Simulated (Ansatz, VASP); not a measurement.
## MoS2: VASP beside Ansatz

```
CELL_PARAMETERS angstrom
3.16900 0.00000 0.00000
-1.58450 2.74443 0.00000
0.00000 0.00000 37.61630
ATOMIC_POSITIONS crystal
Mo 0.66667 0.33333 0.25050
Mo 0.33333 0.66667 0.41685
Mo 0.66667 0.33333 0.58315
Mo 0.33333 0.66667 0.74950
S 0.33333 0.66667 0.20933
S 0.33333 0.66667 0.29170
S 0.33333 0.66667 0.54195
S 0.66667 0.33333 0.37565
S 0.33333 0.66667 0.62435
S 0.66667 0.33333 0.45805
S 0.66667 0.33333 0.70830
S 0.66667 0.33333 0.79067
```

Alike in both runs: functional PBEsol; k mesh 8 × 8 × 1; occupations gaussian, width 0.05 eV; collinear spin.

Ansatz relaxed the structure, and its values are those at the end. VASP's run is a single point on that final structure, the one shown.

|  | VASP | Ansatz |
| --- | --- | --- |
| version | VASP 6.6.1 | Ansatz 0.2.0 |
| potentials or method | VASP PAW PBE potentials, release 64 (Mo_sv, S), cutoff 520 eV | plane-wave PAW, scalar-relativistic |
| valence electrons in the cell | 104 | 104 |

```csv
,VASP,Ansatz,Ansatz less VASP
gap on the k mesh at the Fermi level (eV),1.16,1.15,-0.014
net moment per atom (μB),0.00,0.00,0.000
```

VASP's potentials were made for PBE, not for PBEsol, and Ansatz warns of the same on its side. Ansatz's warnings: moment headroom below auto, seeded moment not kept.
